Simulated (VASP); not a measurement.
# SnC3 (P-4m2) in VASP: notebook, part 2 of 2

VASP 6.6.1. The steps go on from the part before.

### 3 Single point, PBE (volume changed by -3%)

INCAR reads:

```
PREC = Accurate ; ENCUT = 520
EDIFF = 1E-6 ; ISMEAR = 0
SIGMA = 0.01 ; LREAL = False
LASPH = True ; NELM = 80
ALGO = Normal ; ISIF = 2
LWAVE = False ; LCHARG = False
GGA = PE ; NBANDS = 21
```

KPOINTS reads:

```
Automatic mesh
0
Gamma
  8 8 4
```

POSCAR reads:

```
SnC3
1.0
    2.9544268376      0.0000000000      0.0000000000
    0.0000000000      2.9544268376      0.0000000000
    0.0000000000      0.0000000000      4.6242449143
C Sn
3 1
Direct
    0.5000000000      0.0000000000      0.8227196820
    0.5000000000      0.5000000000      0.0000000000
    0.0000000000      0.5000000000      0.1772803180
    0.0000000000      0.0000000000      0.5000000000
```

Potentials or basis: VASP PAW PBE potentials, release 64 (C, Sn_d).

The run is started by

```
> cat potpaw_PBE.64/C/POTCAR potpaw_PBE.64/Sn_d/POTCAR > POTCAR
> mpirun -np 1 vasp_std > vasp.out
```

Wall time 12 s (1 thread of Intel Xeon 6975P-C (Granite Rapids), shared host); peak memory 0.17 GiB.

The run converged. Its results:

| Quantity | Value |
| --- | --- |
| Free energy | -25.2928 eV |
| Pressure | 6.8 GPa |
| Largest force | 0.144 eV/Å |
| Band gap on the k mesh | 0.35 eV, indirect (least direct gap 0.61 eV) |

Forces in eV/Å, atoms in the order of the input:
```
C    0.000  0.000  0.144
C    0.000  0.000  0.000
C    0.000  0.000 -0.144
Sn   0.000  0.000  0.000
```

Stress tensor (GPa, compression positive):
```
6.36 0.00 0.00
0.00 6.36 0.00
0.00 0.00 7.55
```

Levels at points of the mesh, in eV from the valence-band top:
```tsv
k point	band 9	band 10	band 11	band 12	band 13	band 14	band 15	band 16	band 17	band 18
(0.00, 0.00, 0.00)	-6.44	-6.44	-1.68	0.00	0.00	0.61	1.06	2.68	4.89	4.89
(0.50, 0.00, 0.00)	-7.49	-6.93	-6.61	-5.37	-0.74	1.98	3.10	4.04	6.24	7.38
(0.50, 0.50, 0.00)	-7.95	-6.92	-5.67	-5.67	-3.68	0.60	0.60	2.06	2.29	9.45
(0.00, 0.00, 0.50)	-6.14	-6.14	-5.68	-1.16	-1.16	0.52	1.90	3.99	5.03	6.84
(0.50, 0.00, 0.50)	-10.43	-5.38	-3.54	-2.94	-0.56	0.35	2.31	2.78	5.99	7.40
(0.50, 0.50, 0.50)	-7.18	-6.82	-6.82	-6.62	-6.35	3.59	3.59	4.80	6.11	6.13
```

Caveat: the cell differs from its parent crystal (volume changed by -3%); spin-orbit coupling is left out, which moves the levels of the heavy elements.

### 4 Single point, PBE

This run uses another cell than the first one, of 10.40 Å³/atom, 1.064 times its volume.

INCAR reads:

```
PREC     = Accurate       # precision mode
ENCUT    = 520            # plane-wave cutoff, eV
EDIFF    = 1E-7           # SCF threshold, eV
ISMEAR   = 0              # smearing method
SIGMA    = 0.01           # smearing width, eV
LREAL    = False          # projectors in reciprocal space
LASPH    = True           # aspherical terms in the spheres
NELM     = 100            # most SCF steps
ALGO     = Normal         # electronic algorithm
ISIF     = 2              # what is computed and relaxed
LWAVE    = False          # write WAVECAR
LCHARG   = False          # write CHGCAR
GGA      = PE             # functional
NBANDS   = 21             # bands
```

KPOINTS is that of step 3.

POSCAR reads:

```
SnC3
1.0
    2.9845761326      0.0000000000      0.0000000000
    0.0000000000      2.9845761326      0.0000000000
    0.0000000000      0.0000000000      4.6714343462
C Sn
3 1
Direct
    0.5000000000      0.0000000000      0.8227196820
    0.5000000000      0.5000000000      0.0000000000
    0.0000000000      0.5000000000      0.1772803180
    0.0000000000      0.0000000000      0.5000000000
```

The run is started by

```
> cat potpaw_PBE.64/C/POTCAR potpaw_PBE.64/Sn_d/POTCAR > POTCAR
> mpirun -np 1 vasp_std > vasp.out
```

Run time: 12 s. Hardware: 1 thread of Intel Xeon 6975P-C (Granite Rapids), shared host; peak memory 0.17 GiB.

Results (log left out):

```
Free energy            : -25.3194 eV
Pressure               : 0.0 GPa
Largest force          : 0.008 eV/Å
Band gap on the k mesh : 0.23 eV, indirect (least direct gap 0.57 eV)
```

Forces on the atoms (eV/Å):
```
C    0.000  0.000 -0.008
C    0.000  0.000  0.000
C    0.000  0.000  0.008
Sn   0.000  0.000  0.000
```

Stress tensor (GPa, compression positive):
```
 0.07  0.00  0.00
 0.00  0.07  0.00
 0.00  0.00 -0.06
```

Levels at points of the mesh, in eV from the valence-band top:
| k point | band 10 | band 11 | band 12 | band 13 | band 14 | band 15 | band 16 | band 17 |
| --- | --- | --- | --- | --- | --- | --- | --- | --- |
| (0.00, 0.00, 0.00) | -6.26 | -1.65 | 0.00 | 0.00 | 0.57 | 0.87 | 2.62 | 4.80 |
| (0.50, 0.00, 0.00) | -6.79 | -6.42 | -5.24 | -0.71 | 1.85 | 3.03 | 3.93 | 6.13 |
| (0.50, 0.50, 0.00) | -6.71 | -5.52 | -5.52 | -3.57 | 0.60 | 0.60 | 2.07 | 2.14 |
| (0.00, 0.00, 0.50) | -5.98 | -5.67 | -1.11 | -1.11 | 0.50 | 1.82 | 3.89 | 4.90 |
| (0.50, 0.00, 0.50) | -5.24 | -3.45 | -2.87 | -0.53 | 0.23 | 2.15 | 2.72 | 5.89 |
| (0.50, 0.50, 0.50) | -6.63 | -6.63 | -6.56 | -6.13 | 3.50 | 3.50 | 4.78 | 5.84 |

Caveat: spin-orbit coupling is left out, which moves the levels of the heavy elements.

### 5 Single point, PBE (volume changed by +3%)

INCAR reads:

```
PREC = Accurate
ENCUT = 520
EDIFF = 1E-6
ISMEAR = 0
SIGMA = 0.01
LREAL = F
LASPH = T
NELM = 60
ALGO = Normal
ISIF = 2
LWAVE = F
LCHARG = F
GGA = PE
NBANDS = 21
```

KPOINTS reads:

```
regular mesh
0
Gamma
  8 8 4
```

POSCAR reads:

```
SnC3
1.0
    3.0141283133      0.0000000000      0.0000000000
    0.0000000000      3.0141283133      0.0000000000
    0.0000000000      0.0000000000      4.7176891795
C Sn
3 1
Direct
    0.5000000000      0.0000000000      0.8227196820
    0.5000000000      0.5000000000      0.0000000000
    0.0000000000      0.5000000000      0.1772803180
    0.0000000000      0.0000000000      0.5000000000
```

Potentials or basis: VASP PAW PBE potentials, release 64 (C, Sn_d).

The run is started by

```
> cat potpaw_PBE.64/C/POTCAR potpaw_PBE.64/Sn_d/POTCAR > POTCAR
> mpirun -np 1 vasp_std > vasp.out
```

OUTCAR:

```text
PREC = Accurate
   ENCUT = 520
   EDIFF = 1E-6
   ISMEAR = 0
   LREAL = F
   LASPH = T
   NELM = 60
   ISIF = 2
   GGA = PE

 ion  position               nearest neighbor table
   1  0.500  0.000  0.823-   2 1.72   2 1.72   4 2.14   4 2.14
   2  0.500  0.500  0.000-   1 1.72   3 1.72   1 1.72   3 1.72
   3  0.000  0.500  0.177-   2 1.72   2 1.72   4 2.14   4 2.14
   4  0.000  0.000  0.500-   1 2.14   3 2.14   3 2.14   1 2.14

  LATTYP: Found a simple tetragonal cell.
 ALAT       =     3.0141283133
 C/A-ratio  =     1.5651918861

  Lattice vectors:

 A1 = (   3.0141283133,   0.0000000000,   0.0000000000)
 A2 = (   0.0000000000,   3.0141283133,   0.0000000000)
 A3 = (   0.0000000000,   0.0000000000,   4.7176891795)

Analysis of symmetry for initial positions (statically):
=====================================================================
 Subroutine PRICEL returns:
 Original cell was already a primitive cell.

 Routine SETGRP: Setting up the symmetry group for a
 simple tetragonal supercell.

[... 164 lines left out ...]
  ---------------------------------------------------
  ext. energy  EPLUGINS =         0.00000000
  ---------------------------------------------------
  free energy    TOTEN  =       -25.29740303 eV

  energy without entropy =      -25.29740303  energy(sigma->0) =      -25.29740303

 E-fermi :   9.9772     XC(G=0): -11.7448

 val. band max:        9.9077217797   @ k =   0.0000   0.0000   0.0000
 cond. band min:      10.0244788489   @ k =   0.5000   0.0000   0.5000
 fundamental gap:      0.1167570693
 Fermi energy:         9.9771626139

 k-point     1 :       0.0000    0.0000    0.0000
  band No.  band energies     occupation
      1     -12.8485      2.00000
      2     -12.3163      2.00000
      3     -12.2700      2.00000
      4     -12.2247      2.00000
      5     -12.2247      2.00000
      6      -7.9983      2.00000
[... 565 lines left out ...]
     20      18.2445      0.00000
     21      20.1701      0.00000

 [... further k-points ...]
[... 5 lines left out ...]
  --------------------------------------------------------------------------------------
  -------------------------------------------------------------------------------------
  Total       -1.4115960     -1.4115960     -1.7436322      0.0000000      0.0000000      0.0000000
  in kB      -52.7677055    -52.7677055    -65.1797451      0.0000000      0.0000000      0.0000000
  external PRESSURE =     -56.9050520 kB  Pullay stress =       0.0000000 kB

 VOLUME and BASIS-vectors are now :
 -----------------------------------------------------------------------------
  energy-cutoff  :      520.00
  volume of cell :       42.86
      direct lattice vectors                 reciprocal lattice vectors
     3.014128313  0.000000000  0.000000000     0.331770879  0.000000000  0.000000000
     0.000000000  3.014128313  0.000000000     0.000000000  0.331770879  0.000000000
     0.000000000  0.000000000  4.717689179     0.000000000  0.000000000  0.211968182

 POSITION                                       TOTAL-FORCE (eV/Angst)
 -----------------------------------------------------------------------------------
      1.50706      0.00000      3.88134        -0.000000      0.000000     -0.143680
      1.50706      1.50706      0.00000        -0.000000     -0.000000      0.000000
      0.00000      1.50706      0.83635         0.000000      0.000000      0.143680
      0.00000      0.00000      2.35884        -0.000000      0.000000      0.000000
 -----------------------------------------------------------------------------------
    total drift:                                0.000000     -0.000000      0.000000

  FREE ENERGIE OF THE ION-ELECTRON SYSTEM (eV)
  ---------------------------------------------------
  free  energy   TOTEN  =       -25.2974030347 eV

  energy  without entropy=      -25.2974030347  energy(sigma->0) =      -25.29740303
```

stdout:

```text
POSCAR found type information on POSCAR C Sn
 POSCAR found :  2 types and       4 ions
 scaLAPACK will be used
 LDA part: xc-table for (Slater+PW92), standard interpolation
 POSCAR, INCAR and KPOINTS ok, starting setup
 FFT: planning ... GRIDC
 FFT: planning ... GRID_SOFT
 FFT: planning ... GRID
 WAVECAR not read
 entering main loop
```

Run time: 12 s. Hardware: 1 thread of Intel Xeon 6975P-C (Granite Rapids), shared host; peak memory 0.17 GiB.

What came out:

```
Free energy            : -25.2974 eV
Pressure               : -5.7 GPa
Largest force          : 0.144 eV/Å
Band gap on the k mesh : 0.12 eV, indirect (least direct gap 0.54 eV)
```

Forces on the atoms (eV/Å):
```
C    0.000  0.000 -0.144
C    0.000  0.000  0.000
C    0.000  0.000  0.144
Sn   0.000  0.000  0.000
```

Stress tensor (GPa, compression positive):
```
-5.28  0.00  0.00
 0.00 -5.28  0.00
 0.00  0.00 -6.52
```

Caveat: the cell differs from its parent crystal (volume changed by +3%); spin-orbit coupling is left out, which moves the levels of the heavy elements. A k mesh can miss the band edges.

### 6 The runs side by side

```tsv
cell	gap on the mesh (eV)	pressure (GPa)	largest force (eV/Å)
a = 2.924, b = 2.924, c = 4.576 Å, 4 atoms	0.34	14.7	0.32
a = 2.954, b = 2.954, c = 4.624 Å, 4 atoms	0.35	6.8	0.14
a = 2.985, b = 2.985, c = 4.671 Å, 4 atoms	0.23	0.0	0.01
a = 3.014, b = 3.014, c = 4.718 Å, 4 atoms	0.12	-5.7	0.14
```

Alike in all rows: task single point; level PBE; potentials or basis VASP PAW PBE potentials, release 64 (C, Sn_d); no spin polarisation; k mesh 8 × 8 × 4; cutoff (eV) 520; smearing gaussian 0.01 eV.

Caveats: spin-orbit coupling is left out, which moves the levels of the heavy elements.

Absolute energies hang on the potentials; compare differences alone.
